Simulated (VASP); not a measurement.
# AlN (Cm) in VASP: single point with PBE

Aim: the single point of AlN with PBE.

Everything below comes from runs of VASP 6.6.1. Logs are shortened: lines on timing, memory, paths and dates and some standing lists are left out, and cuts for length are marked.

### Step 1. The cell of the first run

The structure is monoclinic, space group Cm (No. 8). Conventional cell: a = 5.122 Å, b = 2.960 Å, c = 3.160 Å, α = 90.00°, β = 127.14°, γ = 90.00°. Al (site symmetry m) has 6 N at 1.98 to 2.17 Å within 2.6 Å. Within 2.6 Å of N (site symmetry m) lie 6 Al at 1.98 to 2.17 Å.

### Step 2. Single point, PBE (strained and its atoms moved)

File INCAR:

```
SYSTEM = AlN
ALGO = Normal
EDIFF = 1E-6
ENCUT = 520
GGA = PE
ISIF = 2
ISMEAR = 0
LASPH = .True.
LCHARG = .False.
LREAL = .False.
LWAVE = .False.
NBANDS = 11
NELM = 60
PREC = Accurate
SIGMA = 0.02
```

File KPOINTS:

```
k-points
0
Gamma
  10 10 10
  0 0 0
```

File POSCAR:

```
AlN
1.0
   -0.0580651437      2.0292485984      2.1513196784
    2.0932545347      0.0000000000      2.0932545347
    2.1762628691      2.0541917891     -0.0830083344
Al N
1 1
Direct
    0.4908852749      0.5072544610      0.4946058030
    0.0091147251     -0.0072544610      0.0053941970
```

Potentials or basis: VASP PAW PBE potentials, release 64 (Al, N).

Run with:

```bash
$ cat potpaw_PBE.64/Al/POTCAR potpaw_PBE.64/N/POTCAR > POTCAR
$ mpirun -np 1 vasp_std > vasp.out
```

OUTCAR:

```text
SYSTEM = AlN
   EDIFF = 1E-6
   ENCUT = 520
   GGA = PE
   ISIF = 2
   ISMEAR = 0
   LASPH = .True.
   LREAL = .False.
   NELM = 60
   PREC = Accurate

 ion  position               nearest neighbor table
   1  0.491  0.507  0.495-   2 1.98   2 2.10   2 2.16   2 2.16   2 2.17   2 2.17
   2  0.009  0.993  0.005-   1 1.98   1 2.10   1 2.16   1 2.16   1 2.17   1 2.17

  LATTYP: Found a base centered monoclinic cell.
 ALAT       =     5.1219295271
 B/A-ratio  =     0.5779675290
 C/A-ratio  =     0.6169384818
 COS(beta)  =    -0.6037584779

  Lattice vectors:

 A1 = (  -2.1513196784,   2.0292485984,   0.0580651437)
 A2 = (  -0.0580651437,   2.0292485984,   2.1513196784)
 A3 = (   2.2343280128,   0.0249431907,  -2.2343280128)

Analysis of symmetry for initial positions (statically):
=====================================================================
 Subroutine PRICEL returns:
 Original cell was already a primitive cell.

 Routine SETGRP: Setting up the symmetry group for a
 base centered monoclinic supercell.

 Subroutine GETGRP returns: Found  2 space group operations
 (whereof  2 operations were pure point group operations)
 out of a pool of  4 trial point group operations.

The static configuration has the point symmetry C_1h.

Analysis of symmetry for dynamics (positions and initial velocities):
=====================================================================
 Subroutine PRICEL returns:
 Original cell was already a primitive cell.

 Routine SETGRP: Setting up the symmetry group for a
 base centered monoclinic supercell.

 Subroutine GETGRP returns: Found  2 space group operations
 (whereof  2 operations were pure point group operations)
 out of a pool of  4 trial point group operations.

The dynamic configuration has the point symmetry C_1h.

 Subroutine INISYM returns: Found  2 space group operations
 (whereof  2 operations are pure point group operations),
 and found     1 'primitive' translations

----------------------------------------------------------------------------------------

                                     Primitive cell

  volume of cell :      19.0970

  direct lattice vectors                    reciprocal lattice vectors
    -0.058065144  2.029248598  2.151319678    -0.225163222  0.247642302  0.225163222
     2.093254535  0.000000000  2.093254535     0.240229526 -0.244908239  0.237495463
     2.176262869  2.054191789 -0.083008334     0.222429159  0.242174177 -0.222429159

  length of vectors
     2.957938098  2.960308952  2.993779278     0.403390212  0.417246170  0.396985886

  position of ions in fractional coordinates (direct lattice)
     0.490885275  0.507254461  0.494605803
     0.009114725  0.992745539  0.005394197

  ion indices of the primitive-cell ions
   primitive index   ion index
                 1           1
                 2           2

----------------------------------------------------------------------------------------

 KPOINTS: k-points

Automatic generation of k-mesh.
 Grid dimensions read from file:
 generate k-points for:   10   10   10

 Generating k-lattice:

  Cartesian coordinates                     Fractional coordinates (reciprocal lattice)
    -0.022516322  0.024764230  0.022516322     0.100000000  0.000000000 -0.000000000
     0.024022953 -0.024490824  0.023749546    -0.000000000  0.100000000 -0.000000000
     0.022242916  0.024217418 -0.022242916    -0.000000000  0.000000000  0.100000000

  Length of vectors
     0.040339021  0.041724617  0.039698589

  Shift w.r.t. Gamma in fractional coordinates (k-lattice)
     0.000000000  0.000000000  0.000000000

 Subroutine IBZKPT returns following result:
 ===========================================

 Found    282 irreducible k-points:

 Following reciprocal coordinates:
            Coordinates               Weight
  0.000000  0.000000  0.000000      1.000000
  0.100000  0.000000  0.000000      2.000000
  0.200000  0.000000  0.000000      2.000000
  0.300000  0.000000 -0.000000      2.000000
  0.400000  0.000000  0.000000      2.000000
  0.500000  0.000000  0.000000      1.000000
[... 16 lines left out ...]
 -0.400000  0.200000 -0.000000      4.000000
 -0.300000  0.200000 -0.000000      4.000000
 [... further k-points ...]
   k-points           NKPTS =    282   k-points in BZ     NKDIM =    282   number of bands    NBANDS=     11
   number of dos      NEDOS =    301   number of ions     NIONS =      2
   total plane-waves  NPLWV =  13824
   dimension x,y,z NGX =    24 NGY =   24 NGZ =   24
   dimension x,y,z NGXF=    48 NGYF=   48 NGZF=   48
   ions per type =               1   1
   NGX,Y,Z   is equivalent  to a cutoff of  13.49, 13.48, 13.33 a.u.
   NGXF,Y,Z  is equivalent  to a cutoff of  26.98, 26.96, 26.65 a.u.
 SYSTEM =  AlN
   PREC   = accura    normal or accurate (medium, high low for compatibility)
   ISTART =      0    job   : 0-new  1-cont  2-samecut
   ICHARG =      2    charge: 1-file 2-atom 10-const
   ISPIN  =      1    spin polarized calculation?
   LNONCOLLINEAR =      F non collinear calculations
   LSORBIT =      F    spin-orbit coupling
   LASPH  =      T    aspherical Exc in radial PAW
   ENCUT  =  520.0 eV  38.22 Ry    6.18 a.u.   5.50  5.50  5.57*2*pi/ulx,y,z
   NELM   =     60;   NELMIN=  2; NELMDL= -5     # of ELM steps
   EDIFF  = 0.1E-05   stopping-criterion for ELM
   LREAL  =      F    real-space projection
   EDIFFG = 0.1E-04   stopping-criterion for IOM
   NSW    =      0    number of steps for IOM
   IBRION =     -1    ionic relax: 0-MD 1-quasi-New 2-CG
   NFREE  =      0    steps in history (QN), initial steepest desc. (CG)
   ISIF   =      2    stress and relaxation
   ISYM   =      2    0-nonsym 1-usesym 2-fastsym
   POTIM  = 0.5000    time-step for ionic-motion
   TEBEG  =    0.0;   TEEND  =   0.0 temperature during run
   PSTRESS=    0.0 pullay stress
   NELECT =       8.0000    total number of electrons
   NUPDOWN=      -1.0000    fix difference up-down
   EMIN   =  10.00;   EMAX   =-10.00  energy-range for DOS
   EFERMI =   0.00;   METHOD = LEGACY
   ISMEAR =     0;   SIGMA  =   0.02  broadening in eV -4-tet -1-fermi 0-gaus
   EFERMI_NEDOS =   21; number of points for ismear=-14 and -15
   IALGO  =     38    algorithm
   IMIX   =      4    mixing-type and parameters
     AMIX     =   0.40;   BMIX     =  1.00
     AMIX_MAG =   1.60;   BMIX_MAG =  1.00
  volume/ion in A,a.u.               =       9.55        64.44
  Fermi-wavevector in a.u.,A,eV,Ry     =   1.224944  2.314809 20.415382  1.500488
  Thomas-Fermi vector in A             =   2.360000
   LORBIT       =      0    0 simple, 1 ext, 2 COOP (PROOUT), +10 PAW based schemes
   GGA     = PE    functional components
   LHFCALC =     F    Hartree Fock is set to
   AEXX    =    0.0000 exact exchange contribution
   IVDW    =     0    specifies the selected vdW correction
   LEPSILON=     F    determine dielectric tensor
   LRPA    =     F    only Hartree local field effects (RPA)
 non-spin polarized calculation
 Gauss-broadening in eV      SIGMA  =   0.02
  energy-cutoff  :      520.00
  volume of cell :       19.10
 maximum number of plane-waves:       532
 NGX is ok and might be reduce to    24
   NGX = 11   NGY = 11   NGZ = 11

 number of electron       8.0000000 magnetization

 Free energy of the ion-electron system (eV)
  ---------------------------------------------------
  ext. energy  EPLUGINS =         0.00000000
  ---------------------------------------------------
  free energy    TOTEN  =       -14.26755168 eV

  energy without entropy =      -14.26755168  energy(sigma->0) =      -14.26755168

 E-fermi :   8.8301     XC(G=0): -11.6214

 val. band max:        8.7082129723   @ k =   0.0000   0.0000   0.0000
 cond. band min:      10.9020584931   @ k =   0.5000   0.0000   0.5000
 fundamental gap:      2.1938455209
 Fermi energy:         8.8300955393

 k-point     1 :       0.0000    0.0000    0.0000
  band No.  band energies     occupation
      1      -8.1252      2.00000
      2       7.7779      2.00000
      3       8.0662      2.00000
      4       8.7082      2.00000
      5      11.7922      0.00000
      6      18.8658      0.00000
      7      20.5255      0.00000
      8      20.5823      0.00000
      9      23.7697      0.00000
     10      24.1681      0.00000
     11      24.2373      0.00000

 k-point     2 :       0.1000    0.0000    0.0000
  band No.  band energies     occupation
      1      -7.9522      2.00000
      2       7.0066      2.00000
      3       7.7404      2.00000
      4       8.5863      2.00000
      5      12.5395      0.00000
      6      18.5995      0.00000
      7      20.2129      0.00000
      8      20.6125      0.00000
      9      22.7622      0.00000
     10      22.9078      0.00000
     11      25.0487      0.00000

 k-point     3 :       0.2000    0.0000    0.0000
  band No.  band energies     occupation
      1      -7.4519      2.00000
      2       5.0217      2.00000
      3       7.6149      2.00000
      4       8.2892      2.00000
      5      13.5495      0.00000
      6      17.9844      0.00000
      7      19.8960      0.00000
      8      20.3145      0.00000
      9      22.1478      0.00000
     10      23.2340      0.00000
     11      24.3403      0.00000
[... 267 lines left out ...]
 k-point    23 :      -0.4000    0.2000   -0.0000
  band No.  band energies     occupation
      1      -5.1469      2.00000
      2       1.3937      2.00000
      3       5.1497      2.00000
      4       6.9840      2.00000
      5      14.8873      0.00000
      6      16.7734      0.00000
      7      18.4879      0.00000
      8      19.9177      0.00000
      9      24.9180      0.00000
     10      25.9904      0.00000
     11      27.7059      0.00000

 k-point    24 :      -0.3000    0.2000   -0.0000
  band No.  band energies     occupation
      1      -5.6204      2.00000
      2       2.1643      2.00000
      3       5.2327      2.00000
      4       7.2992      2.00000
      5      15.4412      0.00000
      6      16.8729      0.00000
      7      17.6605      0.00000
      8      19.6781      0.00000
      9      24.0759      0.00000
     10      26.3842      0.00000
     11      26.8923      0.00000

 [... further k-points ...]

------------------------ aborting loop because EDIFF is reached ----------------------------------------

  FORCE on cell =-STRESS in cart. coord.  units (eV):
  Direction    XX          YY          ZZ          XY          YZ          ZX
  --------------------------------------------------------------------------------------
  -------------------------------------------------------------------------------------
  Total       -2.9504221     -2.1919625     -2.9504221     -0.4029616      0.4029616      1.7919623
  in kB     -247.5307550   -183.8984753   -247.5307550    -33.8071569     33.8071593    150.3397685
  external PRESSURE =    -226.3199951 kB  Pullay stress =       0.0000000 kB

 VOLUME and BASIS-vectors are now :
 -----------------------------------------------------------------------------
  energy-cutoff  :      520.00
  volume of cell :       19.10
      direct lattice vectors                 reciprocal lattice vectors
    -0.058065144  2.029248598  2.151319678    -0.225163222  0.247642302  0.225163222
     2.093254535  0.000000000  2.093254535     0.240229526 -0.244908239  0.237495463
     2.176262869  2.054191789 -0.083008334     0.222429159  0.242174177 -0.222429159

 POSITION                                       TOTAL-FORCE (eV/Angst)
 -----------------------------------------------------------------------------------
      2.10970      2.01214      2.07681        -0.007267      0.409354      0.007267
      2.08928      0.02958      2.09723         0.007267     -0.409354     -0.007267
 -----------------------------------------------------------------------------------
    total drift:                                0.000001     -0.000264     -0.000001

  FREE ENERGIE OF THE ION-ELECTRON SYSTEM (eV)
  ---------------------------------------------------
  free  energy   TOTEN  =       -14.2675516759 eV

  energy  without entropy=      -14.2675516759  energy(sigma->0) =      -14.26755168
```

Wall time 26 s (1 thread of Intel Xeon Platinum 8488C (Sapphire Rapids), shared host); peak memory 0.17 GiB.

What came out:

| Quantity | Value |
| --- | --- |
| Free energy | -14.2676 eV |
| Pressure | -22.6 GPa |
| Largest force | 0.409 eV/Å |
| Band gap on the k mesh | 2.19 eV, indirect (least direct gap 3.08 eV) |

Forces in eV/Å, atoms in the order of the input:
```
Al  -0.007  0.409  0.007
N    0.007 -0.409 -0.007
```

Stress tensor (GPa, compression positive):
```
-24.75  -3.38  15.03
 -3.38 -18.39   3.38
 15.03   3.38 -24.75
```

Caveat: the cell differs from its parent crystal (strained and its atoms moved).
